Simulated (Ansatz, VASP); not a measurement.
## Zn2InO in VASP and in Ansatz

File INCAR:

```
PREC = Accurate
ENCUT = 520
EDIFF = 1E-6
ISMEAR = 0
SIGMA = 0.1
LREAL = F
LASPH = T
NELM = 60
ALGO = Normal
ISIF = 2
LWAVE = F
LCHARG = F
GGA = PE
NBANDS = 30
```

File KPOINTS:

```
regular mesh
0
Gamma
  4 4 4
```

File POSCAR:

```
Zn2InO
1.0
    4.1289917100      0.0000000000      0.0000000000
    0.0000000000      4.1289917100      0.0000000000
    0.0000000000      0.0000000000      4.5980106000
Zn In O
2 1 1
Direct
    0.5000000000      0.0000000000      0.6569881400
    0.0000000000      0.5000000000      0.3430118600
    0.5000000000      0.5000000000      0.5000000000
    0.0000000000      0.0000000000      0.0000000000
```

Input for Ansatz:

```yaml
crystal:
  lattice:
    - [4.12899171, 0.0, 0.0]
    - [0.0, 4.12899171, 0.0]
    - [0.0, 0.0, 4.5980106]
  atoms:
    - { symbol: Zn, position: [0.5, 0.0, 0.65698814] }
    - { symbol: Zn, position: [0.0, 0.5, 0.34301186] }
    - { symbol: In, position: [0.5, 0.5, 0.5] }
    - { symbol: O, position: [0.0, 0.0, 0.0] }
basis:
  ecutwfc: 420
kpoints:
  mp_grid: { grid: [4, 4, 4] }
hamiltonian:
  xc: pbe
scf:
  occupations: { method: gaussian, width: 0.1 }
  lower_state_search: "off"
output:
  forces: true
  stress: true
  eigenvalues: true
```

Alike in both runs: task single point; functional PBE; k mesh 4 × 4 × 4; occupations gaussian, width 0.1 eV; no spin polarisation.

```csv
,VASP,Ansatz
version,VASP 6.6.1,Ansatz 0.2.0
potentials or method,"VASP PAW PBE potentials, release 64 (Zn, In_d, O), cutoff 520 eV","scalar-relativistic, plane waves, PAW"
valence electrons in the cell,43,43
```

Ansatz gave:

```
gap on the k mesh at the Fermi level (eV)                     : none
pressure (GPa)                                                : 21.4
traceless stress, the component that is largest in VASP (GPa) : -21.19
rms of the force components (eV/Å)                            : 1.724
```

Q: What did VASP give for the same quantities?

A: gap on the k mesh at the Fermi level (eV): none; pressure (GPa): 21.7; traceless stress, the component that is largest in VASP (GPa): -21.41; rms of the force components (eV/Å): 1.739.

Atom by atom the forces differ by 0.015 eV/Å (rms over components). A gap of «none» marks a metal or a gap that the smearing closes. With one functional, cell and mesh, what is left measures potentials, basis and numerics.

The k mesh is coarse, so the values compare programs but aren't converged.
